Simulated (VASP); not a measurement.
# GaSb (zincblende type) (F-43m) in VASP: further runs, part 2 of 4

VASP 6.6.1.

### 4 Electric field gradients, PBEsol

This run uses another cell than the first one, of 30.02 Å³/atom, 0.971 times its volume.

The input, INCAR:

```
SYSTEM = GaSb
ALGO = Normal
EDIFF = 1E-8
ENCUT = 520
GGA = PS
ISIF = 2
ISMEAR = -1
LASPH = .True.
LCHARG = .False.
LEFG = .True.
LREAL = .False.
LWAVE = .False.
NBANDS = 16
NELM = 80
PREC = Accurate
SIGMA = 0.08
```

The input, KPOINTS:

```
k-points
0
Gamma
  9 9 9
  0 0 0
```

The input, POSCAR:

```
GaSb
1.0
    0.0000000000      3.1080583506      3.1080583506
    3.1080583506      0.0000000000      3.1080583506
    3.1080583506      3.1080583506      0.0000000000
Ga Sb
1 1
Direct
    0.0000000000      0.0000000000      0.0000000000
    0.2500000000      0.2500000000      0.2500000000
```

Potentials or basis: VASP PAW PBE potentials, release 64 (Ga_d, Sb).

The run is started by

```
> cat potpaw_PBE.64/Ga_d/POTCAR potpaw_PBE.64/Sb/POTCAR > POTCAR
> mpirun -np 1 vasp_std > vasp.out
```

OUTCAR:

```text
SYSTEM = GaSb
   EDIFF = 1E-8
   ENCUT = 520
   GGA = PS
   ISIF = 2
   ISMEAR = -1
   LASPH = .True.
   LREAL = .False.
   NELM = 80
   PREC = Accurate

 ion  position               nearest neighbor table
   1  0.000  0.000  0.000-   2 2.69   2 2.69   2 2.69   2 2.69
   2  0.250  0.250  0.250-   1 2.69   1 2.69   1 2.69   1 2.69

  LATTYP: Found a face centered cubic cell.
 ALAT       =     6.2161167012

  Lattice vectors:

 A1 = (   0.0000000000,   3.1080583506,   3.1080583506)
 A2 = (   3.1080583506,   0.0000000000,   3.1080583506)
 A3 = (   3.1080583506,   3.1080583506,   0.0000000000)

Analysis of symmetry for initial positions (statically):
=====================================================================
 Subroutine PRICEL returns:
 Original cell was already a primitive cell.

 Routine SETGRP: Setting up the symmetry group for a
 face centered cubic supercell.

 Subroutine GETGRP returns: Found 24 space group operations
 (whereof 24 operations were pure point group operations)
 out of a pool of 48 trial point group operations.

The static configuration has the point symmetry T_d .

Analysis of symmetry for dynamics (positions and initial velocities):
=====================================================================
 Subroutine PRICEL returns:
 Original cell was already a primitive cell.

 Routine SETGRP: Setting up the symmetry group for a
 face centered cubic supercell.

 Subroutine GETGRP returns: Found 24 space group operations
 (whereof 24 operations were pure point group operations)
 out of a pool of 48 trial point group operations.

The dynamic configuration has the point symmetry T_d .

 Subroutine INISYM returns: Found 24 space group operations
 (whereof 24 operations are pure point group operations),
 and found     1 'primitive' translations

----------------------------------------------------------------------------------------

                                     Primitive cell

  volume of cell :      60.0479

  direct lattice vectors                    reciprocal lattice vectors
     0.000000000  3.108058351  3.108058351    -0.160872141  0.160872141  0.160872141
     3.108058351  0.000000000  3.108058351     0.160872141 -0.160872141  0.160872141
     3.108058351  3.108058351  0.000000000     0.160872141  0.160872141 -0.160872141

  length of vectors
     4.395458272  4.395458272  4.395458272     0.278638721  0.278638721  0.278638721

  position of ions in fractional coordinates (direct lattice)
     0.000000000  0.000000000  0.000000000
     0.250000000  0.250000000  0.250000000

  ion indices of the primitive-cell ions
   primitive index   ion index
                 1           1
                 2           2

----------------------------------------------------------------------------------------

 KPOINTS: k-points

Automatic generation of k-mesh.
 Grid dimensions read from file:
 generate k-points for:    9    9    9

 Generating k-lattice:

[... 70 lines left out ...]
   TEBEG  =    0.0;   TEEND  =   0.0 temperature during run
   PSTRESS=    0.0 pullay stress
   NELECT =      18.0000    total number of electrons
   NUPDOWN=      -1.0000    fix difference up-down
   EMIN   =  10.00;   EMAX   =-10.00  energy-range for DOS
   EFERMI =   0.00;   METHOD = LEGACY
   ISMEAR =    -1;   SIGMA  =   0.08  broadening in eV -4-tet -1-fermi 0-gaus
   EFERMI_NEDOS =   21; number of points for ismear=-14 and -15
   IALGO  =     38    algorithm
   IMIX   =      4    mixing-type and parameters
     AMIX     =   0.40;   BMIX     =  1.00
     AMIX_MAG =   1.60;   BMIX_MAG =  1.00
  volume/ion in A,a.u.               =      30.02       202.61
  Fermi-wavevector in a.u.,A,eV,Ry     =   1.095637  2.070453 16.332698  1.200419
  Thomas-Fermi vector in A             =   2.231964
   LORBIT       =      0    0 simple, 1 ext, 2 COOP (PROOUT), +10 PAW based schemes
   GGA     = PS    functional components
   LHFCALC =     F    Hartree Fock is set to
   AEXX    =    0.0000 exact exchange contribution
   IVDW    =     0    specifies the selected vdW correction
   LEPSILON=     F    determine dielectric tensor
   LRPA    =     F    only Hartree local field effects (RPA)
 non-spin polarized calculation
  energy-cutoff  :      520.00
  volume of cell :       60.05
 maximum number of plane-waves:      1639
 NGX is ok and might be reduce to    36
   NGX = 17   NGY = 17   NGZ = 17

 number of electron      17.9999991 magnetization

 Free energy of the ion-electron system (eV)
  ---------------------------------------------------
  ext. energy  EPLUGINS =         0.00000000
  ---------------------------------------------------
  free energy    TOTEN  =        -8.13118371 eV

  energy without entropy =       -8.12932468  energy(sigma->0) =       -8.13025419

 E-fermi :   4.3327     XC(G=0):  -9.0607

 val. band max:        4.2569469930   @ k =   0.0000   0.0000   0.0000
 cond. band min:       4.5305300420   @ k =   0.4444   0.0000   0.0000
 fundamental gap:      0.2735830490
 Fermi energy:         4.3327298213

 k-point     1 :       0.0000    0.0000    0.0000
  band No.  band energies     occupation
      1     -10.6525      2.00000
      2     -10.6525      2.00000
      3     -10.6525      2.00000
      4     -10.6091      2.00000
      5     -10.6091      2.00000
      6      -6.9245      2.00000
[... 433 lines left out ...]
      3     -10.6323      2.00000
      4     -10.6186      2.00000
      5     -10.6055      2.00000
      6      -4.8123      2.00000
[... 8 lines left out ...]
     15      14.9900      0.00000
     16      15.2347      0.00000

 [... further k-points ...]

------------------------ aborting loop because EDIFF is reached ----------------------------------------

  FORCE on cell =-STRESS in cart. coord.  units (eV):
  Direction    XX          YY          ZZ          XY          YZ          ZX
  --------------------------------------------------------------------------------------
  -------------------------------------------------------------------------------------
  Total       -0.8400787     -0.8400787     -0.8400787      0.0000000      0.0000000      0.0000000
  in kB      -22.4147075    -22.4147075    -22.4147075      0.0000000      0.0000000      0.0000000
  external PRESSURE =     -22.4147075 kB  Pullay stress =       0.0000000 kB

 VOLUME and BASIS-vectors are now :
 -----------------------------------------------------------------------------
  energy-cutoff  :      520.00
  volume of cell :       60.05
      direct lattice vectors                 reciprocal lattice vectors
     0.000000000  3.108058351  3.108058351    -0.160872141  0.160872141  0.160872141
     3.108058351  0.000000000  3.108058351     0.160872141 -0.160872141  0.160872141
     3.108058351  3.108058351  0.000000000     0.160872141  0.160872141 -0.160872141

 POSITION                                       TOTAL-FORCE (eV/Angst)
 -----------------------------------------------------------------------------------
      0.00000      0.00000      0.00000         0.000000     -0.000000     -0.000000
      1.55403      1.55403      1.55403        -0.000000      0.000000      0.000000
 -----------------------------------------------------------------------------------
    total drift:                                0.000000      0.000000      0.000000

  FREE ENERGIE OF THE ION-ELECTRON SYSTEM (eV)
  ---------------------------------------------------
  free  energy   TOTEN  =        -8.1311837054 eV

  energy  without entropy=       -8.1293246789  energy(sigma->0) =       -8.13025419

 Electric field gradients (V/A^2)
---------------------------------------------------------------------
 ion       V_xx      V_yy      V_zz      V_xy      V_xz      V_yz
---------------------------------------------------------------------
   1       0.000     0.000     0.000     0.002     0.002     0.002
   2      -0.000    -0.000     0.000     0.000     0.000     0.000
---------------------------------------------------------------------

 Electric field gradients after diagonalization (V/A^2)
 (convention: |V_zz| > |V_xx| > |V_yy|)
----------------------------------------------------------------------
 ion       V_xx      V_yy      V_zz     asymmetry (V_yy - V_xx)/ V_zz
----------------------------------------------------------------------
   1      -0.002    -0.002     0.004       0.000
   2      -0.000    -0.000     0.000       0.000
----------------------------------------------------------------------

           NMR quadrupolar parameters

 Cq : quadrupolar parameter    Cq=e*Q*V_zz/h
 eta: asymmetry parameters     (V_yy - V_xx)/ V_zz
 Q  : nuclear electric quadrupole moment in mb (millibarn)
----------------------------------------------------------------------
 ion       Cq(MHz)       eta       Q (mb)
----------------------------------------------------------------------
   1       0.000       0.000       1.000
   2       0.000       0.000       1.000
----------------------------------------------------------------------
```

OSZICAR:

```text
N       E                     dE             d eps       ncg     rms          rms(c)
DAV:   1     0.795680386380E+02    0.79568E+02   -0.86044E+03  1152   0.136E+03
DAV:   2    -0.180555709015E+01   -0.81374E+02   -0.78437E+02  1304   0.294E+02
DAV:   3    -0.810410774549E+01   -0.62986E+01   -0.62807E+01  1360   0.639E+01
DAV:   4    -0.821823066093E+01   -0.11412E+00   -0.11411E+00  1368   0.972E+00
DAV:   5    -0.822078910770E+01   -0.25584E-02   -0.25584E-02  1504   0.130E+00    0.293E+00
DAV:   6    -0.815360515170E+01    0.67184E-01   -0.82469E-02  1544   0.472E+00    0.171E+00
DAV:   7    -0.813092168618E+01    0.22683E-01   -0.36974E-02  1440   0.172E+00    0.358E-01
DAV:   8    -0.813088149067E+01    0.40196E-04   -0.45656E-03  1488   0.780E-01    0.866E-02
DAV:   9    -0.813117475622E+01   -0.29327E-03   -0.44056E-04  1312   0.167E-01    0.332E-02
DAV:  10    -0.813117379248E+01    0.96373E-06   -0.20387E-05  1464   0.395E-02    0.813E-03
DAV:  11    -0.813118351056E+01   -0.97181E-05   -0.12149E-05  1304   0.230E-02    0.454E-03
DAV:  12    -0.813118371095E+01   -0.20038E-06   -0.58950E-07  1424   0.753E-03    0.463E-04
DAV:  13    -0.813118370536E+01    0.55888E-08   -0.33172E-08  1336   0.147E-03
   1 F= -.81311837E+01 E0= -.81302542E+01  d E =-.185903E-02
```

stdout:

```text
POSCAR found type information on POSCAR GaSb
 POSCAR found :  2 types and       2 ions
 scaLAPACK will be used
 -----------------------------------------------------------------------------
|                                                                             |
|                                                                             |
|     You enforced a specific xc type in the INCAR file but a different       |
|     I HOPE YOU KNOW WHAT YOU ARE DOING!                                     |
|                                                                             |
 -----------------------------------------------------------------------------

 LDA part: xc-table for (Slater+PW92), standard interpolation
 POSCAR, INCAR and KPOINTS ok, starting setup
 FFT: planning ... GRIDC
 FFT: planning ... GRID_SOFT
 FFT: planning ... GRID
 WAVECAR not read
 entering main loop
ion   1

ion   2
```

It took 91 s on 1 thread of AMD EPYC 7R13, shared host; peak memory 0.19 GiB.

What came out:

| Property | Result |
| --- | --- |
| Free energy | -8.1312 eV |
| Pressure | -2.2 GPa |
| Band gap on the k mesh | zero (filled and empty bands touch) |

Caveat: without QUAD_EFG the Cq values of the log hold for a quadrupole moment of 1 mb, not for the nuclei; the PAW data sets were made with another functional, which shifts forces and pressure a little; spin-orbit coupling is left out, which moves the levels of the heavy elements.

(Part 2 of 4 ends here.)
